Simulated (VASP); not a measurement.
# MgSiPt2 (I-42d) in VASP: single point with PBE

Aim: the single point of MgSiPt2 with PBE.

Everything below comes from runs of VASP 6.6.1. Logs are shortened: lines on timing, memory, paths and dates and some standing lists are left out, and cuts for length are marked.

**1. The cell of the first run**

It takes space group I-42d (No. 122, tetragonal). The conventional cell has a = 5.535 Å, b = 5.535 Å, c = 9.767 Å, α = 90.00°, β = 90.00°, γ = 90.00°. Pt (site symmetry 2) has 2 Mg at 2.24 Å and 2 Si at 2.37 Å within 3.0 Å. Mg (site symmetry -4) has 4 Pt at 2.24 Å within 3.0 Å. Within 3.1 Å of Si (site symmetry -4) lie 4 Pt at 2.37 Å.

**2. Single point, PBE**

Input file INCAR:

```
SYSTEM = MgSiPt2
ALGO = Normal
EDIFF = 1E-7
ENCUT = 520
GGA = PE
ISIF = 2
ISMEAR = -1
LASPH = .TRUE.
LCHARG = .FALSE.
LREAL = .FALSE.
LWAVE = .FALSE.
NBANDS = 36
NELM = 60
PREC = Accurate
SIGMA = 0.1
```

Input file KPOINTS:

```
k-points
0
G
  7 7 7
  0 0 0
```

Input file POSCAR:

```
MgSiPt2
1.0
    0.0000000000      5.5351780000      0.0000000000
    5.5351780000      0.0000000000      0.0000000000
    2.7675890000      2.7675890000     -4.8835540000
Pt Mg Si
4 2 2
Direct
    0.3750000000      0.3950000000      0.7500000000
    0.6050000000      0.1250000000      0.2500000000
    0.8750000000      0.8550000000      0.7500000000
    0.1450000000      0.6250000000      0.2500000000
    0.5000000000      0.5000000000      0.0000000000
    0.2500000000      0.7500000000      0.5000000000
    0.0000000000      0.0000000000      0.0000000000
    0.7500000000      0.2500000000      0.5000000000
```

Potentials or basis: VASP PAW PBE potentials, release 64 (Pt, Mg, Si).

Started as:

```sh
$ cat potpaw_PBE.64/Pt/POTCAR potpaw_PBE.64/Mg/POTCAR potpaw_PBE.64/Si/POTCAR > POTCAR
$ mpirun -np 1 vasp_std > vasp.out
```

OUTCAR:

```text
SYSTEM = MgSiPt2
   EDIFF = 1E-7
   ENCUT = 520
   GGA = PE
   ISIF = 2
   ISMEAR = -1
   LASPH = .TRUE.
   LREAL = .FALSE.
   NELM = 60
   PREC = Accurate

 ion  position               nearest neighbor table
   1  0.375  0.395  0.750-   5 2.24   6 2.24   7 2.37   8 2.37
   2  0.605  0.125  0.250-   5 2.24   6 2.24   7 2.37   8 2.37
   3  0.875  0.855  0.750-   5 2.24   6 2.24   7 2.37   8 2.37
   4  0.145  0.625  0.250-   6 2.24   5 2.24   7 2.37   8 2.37
   5  0.500  0.500  0.000-   1 2.24   2 2.24   3 2.24   4 2.24
   6  0.250  0.750  0.500-   2 2.24   3 2.24   4 2.24   1 2.24
   7  0.000  0.000  0.000-   1 2.37   2 2.37   3 2.37   4 2.37
   8  0.750  0.250  0.500-   1 2.37   2 2.37   3 2.37   4 2.37

  LATTYP: Found a body centered tetragonal cell.
 ALAT       =     5.5351780000
 C/A-ratio  =     1.7645517452

  Lattice vectors:

 A1 = (  -2.7675890000,   2.7675890000,   4.8835540000)
 A2 = (   2.7675890000,  -2.7675890000,   4.8835540000)
 A3 = (   2.7675890000,   2.7675890000,  -4.8835540000)

Analysis of symmetry for initial positions (statically):
=====================================================================
 Subroutine PRICEL returns:
 Original cell was already a primitive cell.

 Routine SETGRP: Setting up the symmetry group for a
 body centered tetragonal supercell.

 Subroutine GETGRP returns: Found  8 space group operations
 (whereof  4 operations were pure point group operations)
 out of a pool of 16 trial point group operations.

The static configuration has the point symmetry S_4 .
 The point group associated with its full space group is D_2d.

Analysis of symmetry for dynamics (positions and initial velocities):
=====================================================================
 Subroutine PRICEL returns:
 Original cell was already a primitive cell.

 Routine SETGRP: Setting up the symmetry group for a
 body centered tetragonal supercell.

 Subroutine GETGRP returns: Found  8 space group operations
 (whereof  4 operations were pure point group operations)
 out of a pool of 16 trial point group operations.

The dynamic configuration has the point symmetry S_4 .
 The point group associated with its full space group is D_2d.

 Subroutine INISYM returns: Found  8 space group operations
 (whereof  4 operations are pure point group operations),
 and found     1 'primitive' translations

----------------------------------------------------------------------------------------

                                     Primitive cell

  volume of cell :     149.6233

  direct lattice vectors                    reciprocal lattice vectors
     0.000000000  5.535178000  0.000000000     0.000000000  0.180662663  0.102384452
     5.535178000  0.000000000  0.000000000     0.180662663  0.000000000  0.102384452
     2.767589000  2.767589000 -4.883554000     0.000000000  0.000000000 -0.204768904

  length of vectors
     5.535178000  5.535178000  6.258450081     0.207657347  0.207657347  0.204768904

  position of ions in fractional coordinates (direct lattice)
     0.375000000  0.395000000  0.750000000
     0.605000000  0.125000000  0.250000000
     0.875000000  0.855000000  0.750000000
     0.145000000  0.625000000  0.250000000
     0.500000000  0.500000000  0.000000000
     0.250000000  0.750000000  0.500000000
     0.000000000  0.000000000  0.000000000
     0.750000000  0.250000000  0.500000000

  ion indices of the primitive-cell ions
   primitive index   ion index
                 1           1
                 2           2
                 3           3
                 4           4
                 5           5
                 6           6
                 7           7
                 8           8

----------------------------------------------------------------------------------------

 KPOINTS: k-points

Automatic generation of k-mesh.
 Grid dimensions read from file:
 generate k-points for:    7    7    7

 Generating k-lattice:

  Cartesian coordinates                     Fractional coordinates (reciprocal lattice)
     0.000000000  0.025808952  0.014626350     0.142857143  0.000000000  0.000000000
     0.025808952  0.000000000  0.014626350     0.000000000  0.142857143  0.000000000
     0.000000000  0.000000000 -0.029252701     0.000000000  0.000000000  0.142857143

  Length of vectors
     0.029665335  0.029665335  0.029252701

  Shift w.r.t. Gamma in fractional coordinates (k-lattice)
     0.000000000  0.000000000  0.000000000

 Subroutine IBZKPT returns following result:
 ===========================================

 Found     40 irreducible k-points:

 Following reciprocal coordinates:
            Coordinates               Weight
  0.000000  0.000000  0.000000      1.000000
  0.142857  0.000000  0.000000      8.000000
  0.285714  0.000000  0.000000      8.000000
  0.428571  0.000000 -0.000000      8.000000
  0.142857  0.142857  0.000000      8.000000
  0.285714  0.142857  0.000000     16.000000
[... 16 lines left out ...]
  0.285714  0.285714  0.142857      8.000000
  0.428571  0.285714  0.142857     16.000000
 [... further k-points ...]
   k-points           NKPTS =     40   k-points in BZ     NKDIM =     40   number of bands    NBANDS=     36
   number of dos      NEDOS =    301   number of ions     NIONS =      8
   total plane-waves  NPLWV =  84672
   dimension x,y,z NGX =    42 NGY =   42 NGZ =   48
   dimension x,y,z NGXF=    84 NGYF=   84 NGZF=   96
   ions per type =               4   2   2
   NGX,Y,Z   is equivalent  to a cutoff of  12.61, 12.61, 12.75 a.u.
   NGXF,Y,Z  is equivalent  to a cutoff of  25.23, 25.23, 25.50 a.u.
 SYSTEM =  MgSiPt2
   PREC   = accura    normal or accurate (medium, high low for compatibility)
   ISTART =      0    job   : 0-new  1-cont  2-samecut
   ICHARG =      2    charge: 1-file 2-atom 10-const
   ISPIN  =      1    spin polarized calculation?
   LNONCOLLINEAR =      F non collinear calculations
   LSORBIT =      F    spin-orbit coupling
   LASPH  =      T    aspherical Exc in radial PAW
   ENCUT  =  520.0 eV  38.22 Ry    6.18 a.u.  10.29 10.29 11.64*2*pi/ulx,y,z
   NELM   =     60;   NELMIN=  2; NELMDL= -5     # of ELM steps
   EDIFF  = 0.1E-06   stopping-criterion for ELM
   LREAL  =      F    real-space projection
   EDIFFG = 0.1E-05   stopping-criterion for IOM
   NSW    =      0    number of steps for IOM
   IBRION =     -1    ionic relax: 0-MD 1-quasi-New 2-CG
   NFREE  =      0    steps in history (QN), initial steepest desc. (CG)
   ISIF   =      2    stress and relaxation
   ISYM   =      2    0-nonsym 1-usesym 2-fastsym
   POTIM  = 0.5000    time-step for ionic-motion
   TEBEG  =    0.0;   TEEND  =   0.0 temperature during run
   PSTRESS=    0.0 pullay stress
   NELECT =      52.0000    total number of electrons
   NUPDOWN=      -1.0000    fix difference up-down
   EMIN   =  10.00;   EMAX   =-10.00  energy-range for DOS
   EFERMI =   0.00;   METHOD = LEGACY
   ISMEAR =    -1;   SIGMA  =   0.10  broadening in eV -4-tet -1-fermi 0-gaus
   EFERMI_NEDOS =   21; number of points for ismear=-14 and -15
   IALGO  =     38    algorithm
   IMIX   =      4    mixing-type and parameters
     AMIX     =   0.40;   BMIX     =  1.00
     AMIX_MAG =   1.60;   BMIX_MAG =  1.00
  volume/ion in A,a.u.               =      18.70       126.21
  Fermi-wavevector in a.u.,A,eV,Ry     =   1.151002  2.175079 18.025086  1.324806
  Thomas-Fermi vector in A             =   2.287663
   LORBIT       =      0    0 simple, 1 ext, 2 COOP (PROOUT), +10 PAW based schemes
   GGA     = PE    functional components
   LHFCALC =     F    Hartree Fock is set to
   AEXX    =    0.0000 exact exchange contribution
   IVDW    =     0    specifies the selected vdW correction
   LEPSILON=     F    determine dielectric tensor
   LRPA    =     F    only Hartree local field effects (RPA)
 non-spin polarized calculation
  energy-cutoff  :      520.00
  volume of cell :      149.62
 maximum number of plane-waves:      4067
 NGX is ok and might be reduce to    42
   NGX = 21   NGY = 21   NGZ = 23

 number of electron      51.9999999 magnetization

 Free energy of the ion-electron system (eV)
  ---------------------------------------------------
  ext. energy  EPLUGINS =         0.00000000
  ---------------------------------------------------
  free energy    TOTEN  =       -36.00897794 eV

  energy without entropy =      -35.91337818  energy(sigma->0) =      -35.96117806

 E-fermi :   6.1522     XC(G=0): -10.5853

 val. band max:        6.1114929793   @ k =   0.0000   0.0000   0.1429
 cond. band min:       6.1697602274   @ k =  -0.2857   0.1429   0.0000
 fundamental gap:      0.0582672481
 Fermi energy:         6.1521554387

 k-point     1 :       0.0000    0.0000    0.0000
  band No.  band energies     occupation
      1      -3.6127      2.00000
      2      -1.5681      2.00000
      3       1.1119      2.00000
      4       1.1986      2.00000
      5       1.5039      2.00000
      6       1.5039      2.00000
[... 28 lines left out ...]
     35      13.6464      0.00000
     36      13.7895      0.00000

 k-point     2 :       0.1429    0.0000    0.0000
  band No.  band energies     occupation
      1      -3.5086      2.00000
      2      -1.6253      2.00000
      3       1.0073      2.00000
      4       1.1870      2.00000
      5       1.4695      2.00000
      6       1.5389      2.00000
[... 28 lines left out ...]
     35      12.6768      0.00000
     36      13.0599      0.00000

 k-point     3 :       0.2857    0.0000    0.0000
  band No.  band energies     occupation
      1      -3.2256      2.00000
      2      -1.7898      2.00000
      3       0.5905      2.00000
      4       1.3786      2.00000
      5       1.3891      2.00000
      6       1.6255      2.00000
[... 28 lines left out ...]
     35      11.6683      0.00000
     36      13.3358      0.00000

 k-point     4 :       0.4286    0.0000   -0.0000
  band No.  band energies     occupation
      1      -2.8926      2.00000
      2      -2.0145      2.00000
      3       0.2565      2.00000
      4       1.4010      2.00000
      5       1.5430      2.00000
      6       1.6284      2.00000
[... 28 lines left out ...]
     35      11.7174      0.00000
     36      12.3763      0.00000

 k-point     5 :       0.1429    0.1429    0.0000
  band No.  band energies     occupation
      1      -3.3607      2.00000
      2      -1.7128      2.00000
      3       0.8209      2.00000
      4       1.2379      2.00000
      5       1.3509      2.00000
      6       1.5436      2.00000
[... 655 lines left out ...]
 k-point    22 :      -0.1429    0.0000    0.1429
  band No.  band energies     occupation
      1      -3.3091      2.00000
      2      -1.7590      2.00000
      3       0.8553      2.00000
      4       1.1466      2.00000
      5       1.1906      2.00000
      6       1.3974      2.00000
[... 28 lines left out ...]
     35      12.0153      0.00000
     36      12.9914      0.00000

 k-point    23 :       0.2857    0.2857    0.1429
  band No.  band energies     occupation
      1      -2.9883      2.00000
      2      -1.9358      2.00000
      3       0.4462      2.00000
      4       1.2290      2.00000
      5       1.6089      2.00000
      6       1.6816      2.00000
[... 28 lines left out ...]
     35      12.0823      0.00000
     36      13.0412      0.00000

 k-point    24 :       0.4286    0.2857    0.1429
  band No.  band energies     occupation
      1      -2.7153      2.00000
      2      -2.1220      2.00000
      3       0.3505      2.00000
      4       1.1279      2.00000
      5       1.6191      2.00000
      6       1.7397      2.00000
[... 28 lines left out ...]
     35      11.8624      0.00000
     36      12.3730      0.00000

 [... further k-points ...]

------------------------ aborting loop because EDIFF is reached ----------------------------------------

  FORCE on cell =-STRESS in cart. coord.  units (eV):
  Direction    XX          YY          ZZ          XY          YZ          ZX
  --------------------------------------------------------------------------------------
  -------------------------------------------------------------------------------------
  Total       16.9290231     16.9290231     16.3513387      0.0000000     -0.0000000      0.0000000
  in kB      181.2772490    181.2772490    175.0913612      0.0000000     -0.0000000      0.0000000
  external PRESSURE =     179.2152864 kB  Pullay stress =       0.0000000 kB

 VOLUME and BASIS-vectors are now :
 -----------------------------------------------------------------------------
  energy-cutoff  :      520.00
  volume of cell :      149.62
      direct lattice vectors                 reciprocal lattice vectors
     0.000000000  5.535178000  0.000000000     0.000000000  0.180662663  0.102384452
     5.535178000  0.000000000  0.000000000     0.180662663  0.000000000  0.102384452
     2.767589000  2.767589000 -4.883554000     0.000000000  0.000000000 -0.204768904

 POSITION                                       TOTAL-FORCE (eV/Angst)
 -----------------------------------------------------------------------------------
      4.26209      4.15138     -3.66267        -4.270543     -0.000000      0.000000
      1.38379      4.04068     -1.22089         0.000000      4.270543      0.000000
      6.80827      6.91897     -3.66267         4.270543     -0.000000      0.000000
      4.15138      1.49450     -1.22089         0.000000     -4.270543      0.000000
      2.76759      2.76759      0.00000         0.000000     -0.000000      0.000000
      5.53518      2.76759     -2.44178         0.000000     -0.000000      0.000000
      0.00000      0.00000      0.00000         0.000000      0.000000      0.000000
      2.76759      5.53518     -2.44178         0.000000     -0.000000      0.000000
 -----------------------------------------------------------------------------------
    total drift:                               -0.000003     -0.000003      0.000002

  FREE ENERGIE OF THE ION-ELECTRON SYSTEM (eV)
  ---------------------------------------------------
  free  energy   TOTEN  =       -36.0089779368 eV

  energy  without entropy=      -35.9133781786  energy(sigma->0) =      -35.96117806
```

Run time: 1.8 min. Hardware: 1 thread of Intel Xeon 6975P-C (Granite Rapids), shared host; peak memory 0.39 GiB.

Results:

| Item | Value |
| --- | --- |
| Free energy | -36.0090 eV |
| Pressure | 17.9 GPa |
| Largest force | 4.271 eV/Å |
| Band gap on the k mesh | zero (bands 26 and 27 overlap by 1.24 eV) |

Forces on the atoms (eV/Å):
```
Pt  -4.271  0.000  0.000
Pt   0.000  4.271  0.000
Pt   4.271  0.000  0.000
Pt   0.000 -4.271  0.000
Mg   0.000  0.000  0.000
Mg   0.000  0.000  0.000
Si   0.000  0.000  0.000
Si   0.000  0.000  0.000
```

Stress tensor (GPa, compression positive):
```
18.13  0.00  0.00
 0.00 18.13  0.00
 0.00  0.00 17.51
```

Caveat: the cell stands under pressure; spin-orbit coupling is left out, which moves the levels of the heavy elements; forces of over 1 eV/Å act on the atoms, so gaps and moduli don't describe the material at rest.
